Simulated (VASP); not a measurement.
# Al (Fd-3m) in VASP: further runs

Runs on Al. Level: revPBE. Tasks: single point, relaxation of cell and atoms.

Everything below comes from runs of VASP 6.6.1. Logs are shortened: lines on timing, memory, paths and dates and some standing lists are left out, and cuts for length are marked.

## (1) The cell of the first run

The structure is cubic, space group Fd-3m (No. 227). The conventional cell has a = 6.243 Å, b = 6.243 Å, c = 6.243 Å, α = 90.00°, β = 90.00°, γ = 90.00°. Within 3.6 Å of Al (site symmetry -43m) lie 4 Al at 2.70 Å.

## (2) Single point, revPBE (volume scaled by 1.08)

File INCAR:

```
ALGO = Normal
EDIFF = 1E-6
ENCUT = 520
GGA = RE
ISIF = 2
ISMEAR = -1
LASPH = True
LCHARG = False
LREAL = False
LWAVE = False
NBANDS = 10
NELM = 80
PREC = Accurate
SIGMA = 0.1
```

File KPOINTS:

```
k-points
0
Gamma
  10 10 10
```

File POSCAR:

```
Al
1.0
    0.0000000000      3.1215892333      3.1215892333
    3.1215892333      0.0000000000      3.1215892333
    3.1215892333      3.1215892333      0.0000000000
Al
2
Direct
    0.1250000000      0.1250000000      0.1250000000
    0.8750000000      0.8750000000      0.8750000000
```

Potentials or basis: VASP PAW PBE potentials, release 64 (Al).

Command:

```bash
> cat potpaw_PBE.64/Al/POTCAR > POTCAR
> mpirun -np 1 vasp_std > vasp.out
```

OUTCAR:

```text
EDIFF = 1E-6
   ENCUT = 520
   GGA = RE
   ISIF = 2
   ISMEAR = -1
   LASPH = True
   LREAL = False
   NELM = 80
   PREC = Accurate

 ion  position               nearest neighbor table
   1  0.125  0.125  0.125-   2 2.70   2 2.70   2 2.70   2 2.70
   2  0.875  0.875  0.875-   1 2.70   1 2.70   1 2.70   1 2.70

  LATTYP: Found a face centered cubic cell.
 ALAT       =     6.2431784666

  Lattice vectors:

 A1 = (   0.0000000000,   3.1215892333,   3.1215892333)
 A2 = (   3.1215892333,   0.0000000000,   3.1215892333)
 A3 = (   3.1215892333,   3.1215892333,   0.0000000000)

Analysis of symmetry for initial positions (statically):
=====================================================================
 Subroutine PRICEL returns:
 Original cell was already a primitive cell.

 Routine SETGRP: Setting up the symmetry group for a
 face centered cubic supercell.

 Subroutine GETGRP returns: Found 48 space group operations
 (whereof 12 operations were pure point group operations)
 out of a pool of 48 trial point group operations.

The static configuration has the point symmetry D_3d.
 The point group associated with its full space group is O_h .

Analysis of symmetry for dynamics (positions and initial velocities):
=====================================================================
 Subroutine PRICEL returns:
 Original cell was already a primitive cell.

 Routine SETGRP: Setting up the symmetry group for a
 face centered cubic supercell.

 Subroutine GETGRP returns: Found 48 space group operations
 (whereof 12 operations were pure point group operations)
 out of a pool of 48 trial point group operations.

The dynamic configuration has the point symmetry D_3d.
 The point group associated with its full space group is O_h .

 Subroutine INISYM returns: Found 48 space group operations
 (whereof 12 operations are pure point group operations),
 and found     1 'primitive' translations

----------------------------------------------------------------------------------------

                                     Primitive cell

  volume of cell :      60.8355

  direct lattice vectors                    reciprocal lattice vectors
     0.000000000  3.121589233  3.121589233    -0.160174822  0.160174822  0.160174822
     3.121589233  0.000000000  3.121589233     0.160174822 -0.160174822  0.160174822
     3.121589233  3.121589233  0.000000000     0.160174822  0.160174822 -0.160174822

  length of vectors
     4.414593830  4.414593830  4.414593830     0.277430930  0.277430930  0.277430930

  position of ions in fractional coordinates (direct lattice)
     0.125000000  0.125000000  0.125000000
     0.875000000  0.875000000  0.875000000

  ion indices of the primitive-cell ions
   primitive index   ion index
                 1           1
                 2           2

----------------------------------------------------------------------------------------

 KPOINTS: k-points

Automatic generation of k-mesh.
 Grid dimensions read from file:
 generate k-points for:   10   10   10

 Generating k-lattice:

  Cartesian coordinates                     Fractional coordinates (reciprocal lattice)
    -0.016017482  0.016017482  0.016017482     0.100000000  0.000000000  0.000000000
     0.016017482 -0.016017482  0.016017482     0.000000000  0.100000000  0.000000000
     0.016017482  0.016017482 -0.016017482     0.000000000  0.000000000  0.100000000

  Length of vectors
     0.027743093  0.027743093  0.027743093

  Shift w.r.t. Gamma in fractional coordinates (k-lattice)
     0.000000000  0.000000000  0.000000000

 Subroutine IBZKPT returns following result:
 ===========================================

 Found     47 irreducible k-points:

 Following reciprocal coordinates:
            Coordinates               Weight
  0.000000  0.000000  0.000000      1.000000
  0.100000  0.000000  0.000000      8.000000
  0.200000  0.000000  0.000000      8.000000
  0.300000  0.000000  0.000000      8.000000
  0.400000  0.000000  0.000000      8.000000
  0.500000  0.000000  0.000000      4.000000
[... 16 lines left out ...]
  0.300000  0.300000  0.000000      6.000000
  0.400000  0.300000  0.000000     24.000000
 [... further k-points ...]
   k-points           NKPTS =     47   k-points in BZ     NKDIM =     47   number of bands    NBANDS=     10
   number of dos      NEDOS =    301   number of ions     NIONS =      2
   total plane-waves  NPLWV =  46656
   dimension x,y,z NGX =    36 NGY =   36 NGZ =   36
   dimension x,y,z NGXF=    72 NGYF=   72 NGZF=   72
   ions per type =               2
   NGX,Y,Z   is equivalent  to a cutoff of  13.56, 13.56, 13.56 a.u.
   NGXF,Y,Z  is equivalent  to a cutoff of  27.11, 27.11, 27.11 a.u.
 SYSTEM =  unknown system
   PREC   = accura    normal or accurate (medium, high low for compatibility)
   ISTART =      0    job   : 0-new  1-cont  2-samecut
   ICHARG =      2    charge: 1-file 2-atom 10-const
   ISPIN  =      1    spin polarized calculation?
   LNONCOLLINEAR =      F non collinear calculations
   LSORBIT =      F    spin-orbit coupling
   LASPH  =      T    aspherical Exc in radial PAW
   ENCUT  =  520.0 eV  38.22 Ry    6.18 a.u.   8.21  8.21  8.21*2*pi/ulx,y,z
   NELM   =     80;   NELMIN=  2; NELMDL= -5     # of ELM steps
   EDIFF  = 0.1E-05   stopping-criterion for ELM
   LREAL  =      F    real-space projection
   EDIFFG = 0.1E-04   stopping-criterion for IOM
   NSW    =      0    number of steps for IOM
   IBRION =     -1    ionic relax: 0-MD 1-quasi-New 2-CG
   NFREE  =      0    steps in history (QN), initial steepest desc. (CG)
   ISIF   =      2    stress and relaxation
   ISYM   =      2    0-nonsym 1-usesym 2-fastsym
   POTIM  = 0.5000    time-step for ionic-motion
   TEBEG  =    0.0;   TEEND  =   0.0 temperature during run
   PSTRESS=    0.0 pullay stress
   NELECT =       6.0000    total number of electrons
   NUPDOWN=      -1.0000    fix difference up-down
   EMIN   =  10.00;   EMAX   =-10.00  energy-range for DOS
   EFERMI =   0.00;   METHOD = LEGACY
   ISMEAR =    -1;   SIGMA  =   0.10  broadening in eV -4-tet -1-fermi 0-gaus
   EFERMI_NEDOS =   21; number of points for ismear=-14 and -15
   IALGO  =     38    algorithm
   IMIX   =      4    mixing-type and parameters
     AMIX     =   0.40;   BMIX     =  1.00
     AMIX_MAG =   1.60;   BMIX_MAG =  1.00
  volume/ion in A,a.u.               =      30.42       205.27
  Fermi-wavevector in a.u.,A,eV,Ry     =   0.756379  1.429349  7.784019  0.572109
  Thomas-Fermi vector in A             =   1.854486
   LORBIT       =      0    0 simple, 1 ext, 2 COOP (PROOUT), +10 PAW based schemes
   GGA     = RE    functional components
   LHFCALC =     F    Hartree Fock is set to
   AEXX    =    0.0000 exact exchange contribution
   IVDW    =     0    specifies the selected vdW correction
   LEPSILON=     F    determine dielectric tensor
   LRPA    =     F    only Hartree local field effects (RPA)
 non-spin polarized calculation
  energy-cutoff  :      520.00
  volume of cell :       60.84
 maximum number of plane-waves:      1660
 NGX is ok and might be reduce to    36
   NGX = 17   NGY = 17   NGZ = 17

 number of electron       6.0000000 magnetization

 Free energy of the ion-electron system (eV)
  ---------------------------------------------------
  ext. energy  EPLUGINS =         0.00000000
  ---------------------------------------------------
  free energy    TOTEN  =        -5.63219777 eV

  energy without entropy =       -5.57751849  energy(sigma->0) =       -5.60485813

 E-fermi :   2.2653     XC(G=0):  -7.7582

 val. band max:        2.2418500812   @ k =   0.5000   0.3000   0.0000
 cond. band min:       2.3782011994   @ k =  -0.3000   0.3000   0.1000
 fundamental gap:      0.1363511182
 Fermi energy:         2.2652782943

 k-point     1 :       0.0000    0.0000    0.0000
  band No.  band energies     occupation
      1      -5.1915      2.00000
      2       4.1909      0.00000
      3       4.1909      0.00000
      4       4.1909      0.00000
      5       6.0254      0.00000
      6       6.0254      0.00000
      7       6.0254      0.00000
      8       6.5732      0.00000
      9       9.6988      0.00000
     10       9.8851      0.00000

 k-point     2 :       0.1000    0.0000    0.0000
  band No.  band energies     occupation
      1      -5.0900      2.00000
      2       3.2452      0.00011
      3       4.0267      0.00000
      4       4.0267      0.00000
      5       5.9977      0.00000
      6       6.2637      0.00000
      7       6.2637      0.00000
      8       7.3487      0.00000
      9       9.5710      0.00000
     10       9.5710      0.00000

 k-point     3 :       0.2000    0.0000    0.0000
  band No.  band energies     occupation
      1      -4.7904      2.00000
      2       1.7626      1.98696
      3       3.7214      0.00000
      4       3.7214      0.00000
      5       5.6818      0.00000
      6       6.6553      0.00000
      7       6.6553      0.00000
      8       8.7332      0.00000
      9       9.3072      0.00000
     10       9.3072      0.00000

 k-point     4 :       0.3000    0.0000    0.0000
  band No.  band energies     occupation
      1      -4.3125      2.00000
      2       0.3582      2.00000
      3       3.4594      0.00001
      4       3.4594      0.00001
      5       5.3815      0.00000
      6       6.7381      0.00000
      7       6.7381      0.00000
      8       9.7678      0.00000
      9       9.7678      0.00000
     10       9.8611      0.00000

 k-point     5 :       0.4000    0.0000    0.0000
  band No.  band energies     occupation
      1      -3.7297      2.00000
      2      -0.7989      2.00000
      3       3.2956      0.00007
      4       3.2956      0.00007
      5       5.1873      0.00000
      6       6.6045      0.00000
      7       6.6045      0.00000
      8       9.7393      0.00000
      9      10.8874      0.00000
     10      10.8874      0.00000

 k-point     6 :       0.5000    0.0000    0.0000
  band No.  band energies     occupation
      1      -3.3744      2.00000
      2      -1.3480      2.00000
      3       3.2408      0.00012
      4       3.2408      0.00012
      5       5.1214      0.00000
      6       6.5326      0.00000
      7       6.5326      0.00000
      8       9.6234      0.00000
      9      12.1319      0.00000
     10      12.1319      0.00000
[... 183 lines left out ...]
 k-point    21 :      -0.3000    0.2000    0.0000
  band No.  band energies     occupation
      1      -3.5855      2.00000
      2      -0.3460      2.00000
      3       1.3847      1.99970
      4       3.1373      0.00033
      5       5.8167      0.00000
      6       7.5181      0.00000
      7       7.5596      0.00000
      8       9.1586      0.00000
      9       9.1802      0.00000
     10      11.3867      0.00000

 k-point    22 :      -0.2000    0.2000    0.0000
  band No.  band energies     occupation
      1      -4.1449      2.00000
      2       0.6290      2.00000
      3       1.7379      1.98981
      4       3.5190      0.00001
      5       6.1986      0.00000
      6       7.1342      0.00000
      7       7.3514      0.00000
      8       8.3791      0.00000
      9       8.5621      0.00000
     10      12.1582      0.00000

 k-point    23 :       0.3000    0.3000    0.0000
  band No.  band energies     occupation
      1      -3.9899      2.00000
      2       0.6872      2.00000
      3       2.3942      0.43200
      4       2.3942      0.43200
      5       4.5621      0.00000
      6       5.6980      0.00000
      7       9.2746      0.00000
      8       9.2746      0.00000
      9      11.0914      0.00000
     10      11.2179      0.00000

 k-point    24 :       0.4000    0.3000    0.0000
  band No.  band energies     occupation
      1      -3.5135      2.00000
      2      -0.0996      2.00000
      3       1.8729      1.96124
      4       2.2342      1.15426
      5       4.7040      0.00000
      6       5.5933      0.00000
      7       9.4738      0.00000
      8       9.5506      0.00000
      9      12.0426      0.00000
     10      12.4207      0.00000

 [... further k-points ...]
[... 5 lines left out ...]
  --------------------------------------------------------------------------------------
  -------------------------------------------------------------------------------------
  Total       -0.8969915     -0.8969915     -0.8969915      0.0000000     -0.0000000      0.0000000
  in kB      -23.6233584    -23.6233584    -23.6233584      0.0000000     -0.0000000      0.0000000
  external PRESSURE =     -23.6233584 kB  Pullay stress =       0.0000000 kB

 VOLUME and BASIS-vectors are now :
 -----------------------------------------------------------------------------
  energy-cutoff  :      520.00
  volume of cell :       60.84
      direct lattice vectors                 reciprocal lattice vectors
     0.000000000  3.121589233  3.121589233    -0.160174822  0.160174822  0.160174822
     3.121589233  0.000000000  3.121589233     0.160174822 -0.160174822  0.160174822
     3.121589233  3.121589233  0.000000000     0.160174822  0.160174822 -0.160174822

 POSITION                                       TOTAL-FORCE (eV/Angst)
 -----------------------------------------------------------------------------------
      0.78040      0.78040      0.78040        -0.000000     -0.000000     -0.000000
      5.46278      5.46278      5.46278         0.000000      0.000000      0.000000
 -----------------------------------------------------------------------------------
    total drift:                               -0.000000      0.000000      0.000000

  FREE ENERGIE OF THE ION-ELECTRON SYSTEM (eV)
  ---------------------------------------------------
  free  energy   TOTEN  =        -5.6321977661 eV

  energy  without entropy=       -5.5775184936  energy(sigma->0) =       -5.60485813
```

Run time: 27 s. Hardware: 1 thread of Intel Xeon 8259CL, shared host; peak memory 0.2 GiB.

Results:

- Free energy: -5.6322 eV
- Pressure: -2.4 GPa
- Band gap on the k mesh: zero (band 3 reaches 4.19 eV, above the bottom of band 4 at 1.12 eV)

Caveat: the PAW data sets were made with another functional, which shifts forces and pressure a little.

## (3) Single point, revPBE (volume scaled by 1.12)

File INCAR:

```
PREC = Accurate ; ENCUT = 520
EDIFF = 1E-7 ; ISMEAR = -1
SIGMA = 0.1 ; LREAL = F
LASPH = T ; NELM = 60
ALGO = Normal ; ISIF = 2
LWAVE = F ; LCHARG = F
GGA = RE ; NBANDS = 10
```

File KPOINTS:

```
Automatic mesh
0
Gamma
  10 10 10
```

File POSCAR:

```
Al
1.0
    0.0000000000      3.1596611469      3.1596611469
    3.1596611469      0.0000000000      3.1596611469
    3.1596611469      3.1596611469      0.0000000000
Al
2
Direct
    0.1250000000      0.1250000000      0.1250000000
    0.8750000000      0.8750000000      0.8750000000
```

Potentials or basis: VASP PAW PBE potentials, release 64 (Al).

Command:

```bash
> cat potpaw_PBE.64/Al/POTCAR > POTCAR
> mpirun -np 1 vasp_std > vasp.out
```

OUTCAR:

```text
PREC = Accurate
   ENCUT = 520
   EDIFF = 1E-7
   ISMEAR = -1
   LREAL = F
   LASPH = T
   NELM = 60
   ISIF = 2
   GGA = RE

 ion  position               nearest neighbor table
   1  0.125  0.125  0.125-   2 2.74   2 2.74   2 2.74   2 2.74
   2  0.875  0.875  0.875-   1 2.74   1 2.74   1 2.74   1 2.74

  LATTYP: Found a face centered cubic cell.
 ALAT       =     6.3193222938

  Lattice vectors:

[... 488 lines left out ...]
      1      -3.6331      2.00000
      2      -0.3247      2.00000
      3       1.6901      1.95223
      4       2.0343      1.13330
      5       4.4791      0.00000
      6       5.3609      0.00000
      7       9.0750      0.00000
      8       9.1885      0.00000
      9      11.6857      0.00000
     10      11.8552      0.00000

 [... further k-points ...]
[... 5 lines left out ...]
  --------------------------------------------------------------------------------------
  -------------------------------------------------------------------------------------
  Total       -1.2577624     -1.2577624     -1.2577624     -0.0000000      0.0000000     -0.0000000
  in kB      -31.9416724    -31.9416724    -31.9416724     -0.0000000      0.0000000     -0.0000000
  external PRESSURE =     -31.9416724 kB  Pullay stress =       0.0000000 kB

 VOLUME and BASIS-vectors are now :
 -----------------------------------------------------------------------------
  energy-cutoff  :      520.00
  volume of cell :       63.09
      direct lattice vectors                 reciprocal lattice vectors
     0.000000000  3.159661147  3.159661147    -0.158244817  0.158244817  0.158244817
     3.159661147  0.000000000  3.159661147     0.158244817 -0.158244817  0.158244817
     3.159661147  3.159661147  0.000000000     0.158244817  0.158244817 -0.158244817

 POSITION                                       TOTAL-FORCE (eV/Angst)
 -----------------------------------------------------------------------------------
      0.78992      0.78992      0.78992        -0.000000     -0.000000     -0.000000
      5.52941      5.52941      5.52941         0.000000      0.000000      0.000000
 -----------------------------------------------------------------------------------
    total drift:                               -0.000000      0.000000      0.000000

  FREE ENERGIE OF THE ION-ELECTRON SYSTEM (eV)
  ---------------------------------------------------
  free  energy   TOTEN  =        -5.5929712591 eV

  energy  without entropy=       -5.5365224229  energy(sigma->0) =       -5.56474684
```

OSZICAR:

```text
N       E                     dE             d eps       ncg     rms          rms(c)
DAV:   1     0.626974875576E+00    0.62697E+00   -0.20211E+03   940   0.446E+02
DAV:   2    -0.541071162678E+01   -0.60377E+01   -0.57996E+01  1230   0.423E+01
DAV:   3    -0.556741990390E+01   -0.15671E+00   -0.15583E+00  1236   0.630E+00
DAV:   4    -0.556906489366E+01   -0.16450E-02   -0.16448E-02  1134   0.727E-01
DAV:   5    -0.556910552413E+01   -0.40630E-04   -0.40630E-04  1146   0.111E-01    0.186E+00
DAV:   6    -0.558400627904E+01   -0.14901E-01   -0.19481E-03  1102   0.270E-01    0.115E+00
DAV:   7    -0.559272255367E+01   -0.87163E-02   -0.53381E-03  1030   0.465E-01    0.145E-01
DAV:   8    -0.559295035086E+01   -0.22780E-03   -0.33720E-04  1160   0.921E-02    0.379E-02
DAV:   9    -0.559296709789E+01   -0.16747E-04   -0.14352E-05  1148   0.198E-02    0.563E-03
DAV:  10    -0.559297123091E+01   -0.41330E-05   -0.92882E-06  1074   0.146E-02    0.674E-03
DAV:  11    -0.559297125909E+01   -0.28174E-07   -0.16024E-07  1216   0.248E-03
   1 F= -.55929713E+01 E0= -.55647468E+01  d E =-.564488E-01
```

stdout:

```text
POSCAR found type information on POSCAR Al
 POSCAR found :  1 types and       2 ions
 scaLAPACK will be used
 -----------------------------------------------------------------------------
|                                                                             |
|                                                                             |
|     You enforced a specific xc type in the INCAR file but a different       |
|     I HOPE YOU KNOW WHAT YOU ARE DOING!                                     |
|                                                                             |
 -----------------------------------------------------------------------------

 LDA part: xc-table for (Slater+PW92), standard interpolation
 POSCAR, INCAR and KPOINTS ok, starting setup
 FFT: planning ... GRIDC
 FFT: planning ... GRID_SOFT
 FFT: planning ... GRID
 WAVECAR not read
 entering main loop
```

Wall time 29 s (1 thread of Intel Xeon 8259CL, shared host); peak memory 0.2 GiB.

Results:

```yaml
Free_energy: -5.5930 eV
Pressure: -3.2 GPa
Band_gap_on_the_k_mesh: zero (band 3 reaches 3.93 eV, above the bottom of band 4 at 0.98 eV)
```

Caveat: the PAW data sets were made with another functional, which shifts forces and pressure a little.

[end of part 1 of 2]
